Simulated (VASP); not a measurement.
A run of VASP 6.6.1 is set up as follows.

INCAR

```
SYSTEM = HfO2
PREC = Accurate
ENCUT = 520
EDIFF = 1E-6
ISMEAR = 0
SIGMA = 0.02
LREAL = .False.
LASPH = .True.
NELM = 100
ALGO = Normal
ISIF = 2
LWAVE = .False.
LCHARG = .False.
GGA = PE
NBANDS = 56
```

The input KPOINTS:

```
Automatic mesh
0
Gamma
  4 4 4
  0 0 0
```

Contents of POSCAR:

```
HfO2
1.0
    5.1609175396      0.0000000000     -0.0053571393
    0.0000000000      5.2121208449      0.0000000000
   -0.8931190063      0.0000000000      5.2768889889
Hf O
4 8
Direct
    0.2757348285      0.4570612825      0.7083732276
    0.7242651715      0.9570612825      0.7916267724
    0.7242651715      0.5429387175      0.2916267724
    0.2757348285      0.0429387175      0.2083732276
    0.4491836627      0.7427864434      0.9766481039
    0.5508163373      0.2427864434      0.5233518961
    0.5508163373      0.2572135566      0.0233518961
    0.4491836627      0.7572135566      0.4766481039
    0.0671197856      0.3286477909      0.3484185087
    0.9328802144      0.8286477909      0.1515814913
    0.9328802144      0.6713522091      0.6515814913
    0.0671197856      0.1713522091      0.8484185087
```

Potentials or basis: VASP PAW PBE potentials, release 64 (Hf_pv, O).

The run is started by

```console
$ cat potpaw_PBE.64/Hf_pv/POTCAR potpaw_PBE.64/O/POTCAR > POTCAR
$ mpirun -np 1 vasp_std > vasp.out
```

Task: Estimate the pressure.

Result: -3.0 GPa.

Task: Predict the largest force.

Result: 0.079 eV/Å.

Forces in eV/Å, atoms in the order of the input:
```
Hf  -0.053 -0.017 -0.056
Hf   0.053 -0.017  0.056
Hf   0.053  0.017  0.056
Hf  -0.053  0.017 -0.056
O    0.045 -0.003 -0.010
O   -0.045 -0.003  0.010
O   -0.045  0.003  0.010
O    0.045  0.003 -0.010
O    0.014  0.004  0.037
O   -0.014  0.004 -0.037
O   -0.014 -0.004 -0.037
O    0.014 -0.004  0.037
```

Caveat: the cell stands under tension.
